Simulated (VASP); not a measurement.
# Nb in VASP: single point with PBE

Aim: the single point of Nb with PBE.

Program: VASP 6.6.1. These are calculated values, not measurements. Logs are shortened: lines on timing, memory, paths and dates and some standing lists are left out, and cuts for length are marked.

## (1) The cell of the first run

The cell holds a slab with vacuum, 7 atoms: a = 3.328 Å, b = 3.328 Å, c = 27.984 Å, α = 90.00°, β = 90.00°, γ = 90.00°.

## (2) Single point, PBE

Contents of INCAR:

```
PREC = Accurate
ENCUT = 520
EDIFF = 1E-6
ISMEAR = 0
SIGMA = 0.1
LREAL = F
LASPH = T
NELM = 60
ALGO = Normal
ISIF = 2
LWAVE = F
LCHARG = F
LDIPOL = T
IDIPOL = 3
DIPOL = 0.5 0.5 0.498
GGA = PE
NBANDS = 54
```

Contents of KPOINTS:

```
regular mesh
0
Gamma
  18 18 1
```

Contents of POSCAR:

```
Nb
1.0
    3.3279000000      0.0000000000      0.0000000000
    0.0000000000      3.3279000000      0.0000000000
    0.0000000000      0.0000000000     27.9836998751
Nb
7
Direct
    0.5000000000      0.5000000000      0.3216157992
    0.0000000000      0.0000000000      0.3810771995
    0.5000000000      0.5000000000      0.4405385997
    0.0000000000      0.0000000000      0.4992463315
    0.5000000000      0.5000000000      0.5589126792
    0.0000000000      0.0000000000      0.6181444108
    0.5000000000      0.5000000000      0.6694894626
```

Potentials or basis: VASP PAW PBE potentials, release 64 (Nb_sv).

On the command line:

```
$ cat potpaw_PBE.64/Nb_sv/POTCAR > POTCAR
$ mpirun -np 1 vasp_std > vasp.out
```

OUTCAR:

```text
PREC = Accurate
   ENCUT = 520
   EDIFF = 1E-6
   ISMEAR = 0
   LREAL = F
   LASPH = T
   NELM = 60
   ISIF = 2
   GGA = PE

 ion  position               nearest neighbor table
   1  0.500  0.500  0.322-   2 2.88   2 2.88   2 2.88   2 2.88
   2  0.000  0.000  0.381-   3 2.88   3 2.88   3 2.88   3 2.88   1 2.88   1 2.88   1 2.88   1 2.88

   3  0.500  0.500  0.441-   4 2.87   4 2.87   4 2.87   4 2.87   2 2.88   2 2.88   2 2.88   2 2.88

   4  0.000  0.000  0.499-   3 2.87   3 2.87   3 2.87   3 2.87   5 2.89   5 2.89   5 2.89   5 2.89

   5  0.500  0.500  0.559-   6 2.88   6 2.88   6 2.88   6 2.88   4 2.89   4 2.89   4 2.89   4 2.89

   6  0.000  0.000  0.618-   7 2.76   7 2.76   7 2.76   7 2.76   5 2.88   5 2.88   5 2.88   5 2.88

   7  0.500  0.500  0.669-   6 2.76   6 2.76   6 2.76   6 2.76

  LATTYP: Found a simple tetragonal cell.
 ALAT       =     3.3279000000
 C/A-ratio  =     8.4088163332

  Lattice vectors:

 A1 = (   3.3279000000,   0.0000000000,   0.0000000000)
 A2 = (   0.0000000000,   3.3279000000,   0.0000000000)
 A3 = (   0.0000000000,   0.0000000000,  27.9836998751)

Analysis of symmetry for initial positions (statically):
=====================================================================
 Subroutine PRICEL returns:
 Original cell was already a primitive cell.

 Routine SETGRP: Setting up the symmetry group for a
 simple tetragonal supercell.

 Subroutine GETGRP returns: Found  8 space group operations
 (whereof  8 operations were pure point group operations)
 out of a pool of 16 trial point group operations.

The static configuration has the point symmetry C_4v.

Analysis of symmetry for dynamics (positions and initial velocities):
=====================================================================
 Subroutine PRICEL returns:
 Original cell was already a primitive cell.

 Routine SETGRP: Setting up the symmetry group for a
 simple tetragonal supercell.

 Subroutine GETGRP returns: Found  8 space group operations
 (whereof  8 operations were pure point group operations)
 out of a pool of 16 trial point group operations.

The dynamic configuration has the point symmetry C_4v.

 Subroutine INISYM returns: Found  8 space group operations
[... 113 lines left out ...]
   ISIF   =      2    stress and relaxation
   ISYM   =      2    0-nonsym 1-usesym 2-fastsym
   POTIM  = 0.5000    time-step for ionic-motion
   TEBEG  =    0.0;   TEEND  =   0.0 temperature during run
   PSTRESS=    0.0 pullay stress
   NELECT =      91.0000    total number of electrons
   NUPDOWN=      -1.0000    fix difference up-down
   EMIN   =  10.00;   EMAX   =-10.00  energy-range for DOS
   EFERMI =   0.00;   METHOD = LEGACY
   ISMEAR =     0;   SIGMA  =   0.10  broadening in eV -4-tet -1-fermi 0-gaus
   EFERMI_NEDOS =   21; number of points for ismear=-14 and -15
   IALGO  =     38    algorithm
   IMIX   =      4    mixing-type and parameters
     AMIX     =   0.40;   BMIX     =  1.00
     AMIX_MAG =   1.60;   BMIX_MAG =  1.00
  volume/ion in A,a.u.               =      44.27       298.77
  Fermi-wavevector in a.u.,A,eV,Ry     =   1.088112  2.056233 16.109117  1.183987
  Thomas-Fermi vector in A             =   2.224286
   LORBIT       =      0    0 simple, 1 ext, 2 COOP (PROOUT), +10 PAW based schemes
   GGA     = PE    functional components
   LHFCALC =     F    Hartree Fock is set to
   AEXX    =    0.0000 exact exchange contribution
   IVDW    =     0    specifies the selected vdW correction
   LEPSILON=     F    determine dielectric tensor
   LRPA    =     F    only Hartree local field effects (RPA)
 non-spin polarized calculation
 Gauss-broadening in eV      SIGMA  =   0.10
  energy-cutoff  :      520.00
  volume of cell :      309.92
 maximum number of plane-waves:      8408
 NGX is ok and might be reduce to    28
   NGX = 13   NGY = 13   NGZ =105

 dipolmoment           0.000000      0.000000      0.011689 electrons x Angstroem

 number of electron      91.0000003 magnetization

 dipolmoment           0.000000      0.000000     -0.011461 electrons x Angstroem

 Free energy of the ion-electron system (eV)
  ---------------------------------------------------
  ext. energy  EPLUGINS =         0.00000000
  ---------------------------------------------------
  free energy    TOTEN  =       -68.11908142 eV

  energy without entropy =      -68.07036357  energy(sigma->0) =      -68.09472250

 E-fermi :   2.5951     XC(G=0):  -5.9689

 val. band max:        2.5905051720   @ k =   0.3889   0.0000   0.0000
 cond. band min:       2.6001182586   @ k =   0.3333   0.1111   0.0000
 fundamental gap:      0.0096130866
 Fermi energy:         2.5950896232

 k-point     1 :       0.0000    0.0000    0.0000
  band No.  band energies     occupation
      1     -52.5605      2.00000
      2     -52.3674      2.00000
      3     -51.8826      2.00000
      4     -51.8304      2.00000
      5     -51.6901      2.00000
      6     -51.5733      2.00000
[... 1357 lines left out ...]
     53       4.4050      0.00000
     54       4.4578      0.00000

 [... further k-points ...]

------------------------ aborting loop because EDIFF is reached ----------------------------------------

 vacuum level on the upper side and lower side of the slab       (xc-potential included)        -0.283        -0.104

  FORCE on cell =-STRESS in cart. coord.  units (eV):
  Direction    XX          YY          ZZ          XY          YZ          ZX
  --------------------------------------------------------------------------------------
  -------------------------------------------------------------------------------------
  Total       -5.0051236     -5.0051236     -2.8933776      0.0000000      0.0000000     -0.0000000
  in kB      -25.8749620    -25.8749620    -14.9578794      0.0000000      0.0000000     -0.0000000
  external PRESSURE =     -22.2359345 kB  Pullay stress =       0.0000000 kB

 VOLUME and BASIS-vectors are now :
 -----------------------------------------------------------------------------
  energy-cutoff  :      520.00
  volume of cell :      309.92
      direct lattice vectors                 reciprocal lattice vectors
     3.327900000  0.000000000  0.000000000     0.300489798  0.000000000  0.000000000
     0.000000000  3.327900000  0.000000000     0.000000000  0.300489798  0.000000000
     0.000000000  0.000000000 27.983699875     0.000000000  0.000000000  0.035735089

 POSITION                                       TOTAL-FORCE (eV/Angst)
 -----------------------------------------------------------------------------------
      1.66395      1.66395      9.00000         0.000000     -0.000000      1.211952
      0.00000      0.00000     10.66395         0.000000     -0.000000     -0.901869
      1.66395      1.66395     12.32790         0.000000     -0.000000     -0.323824
      0.00000      0.00000     13.97076         0.000000     -0.000000      0.047729
      1.66395      1.66395     15.64044         0.000000      0.000000      0.036754
      0.00000      0.00000     17.29797        -0.000000     -0.000000      0.012018
      1.66395      1.66395     18.73479         0.000000      0.000000     -0.082760
 -----------------------------------------------------------------------------------
    total drift:                                0.000000      0.000000      0.000915

  FREE ENERGIE OF THE ION-ELECTRON SYSTEM (eV)
  ---------------------------------------------------
  free  energy   TOTEN  =       -68.1190814228 eV

  energy  without entropy=      -68.0703635747  energy(sigma->0) =      -68.09472250

 vacuum level on the upper side and lower side of the slab         5.967         6.150
```

stdout:

```text
POSCAR found type information on POSCAR Nb
 POSCAR found :  1 types and       7 ions
 scaLAPACK will be used
 LDA part: xc-table for (Slater+PW92), standard interpolation
 POSCAR, INCAR and KPOINTS ok, starting setup
 FFT: planning ... GRIDC
 FFT: planning ... GRID_SOFT
 FFT: planning ... GRID
 WAVECAR not read
 entering main loop
```

Wall time 80 min (1 thread of Intel Xeon 8259CL, shared host); peak memory 0.81 GiB.

Results:

- Free energy: -68.1191 eV
- Largest force: 1.212 eV/Å
- Band gap on the k mesh: zero (an odd number of electrons rules out a gap without spin polarisation)

Forces in eV/Å, atoms in the order of the input:
```
Nb   0.000  0.000  1.212
Nb   0.000  0.000 -0.902
Nb   0.000  0.000 -0.324
Nb   0.000  0.000  0.048
Nb   0.000  0.000  0.037
Nb   0.000  0.000  0.012
Nb   0.000  0.000 -0.083
```
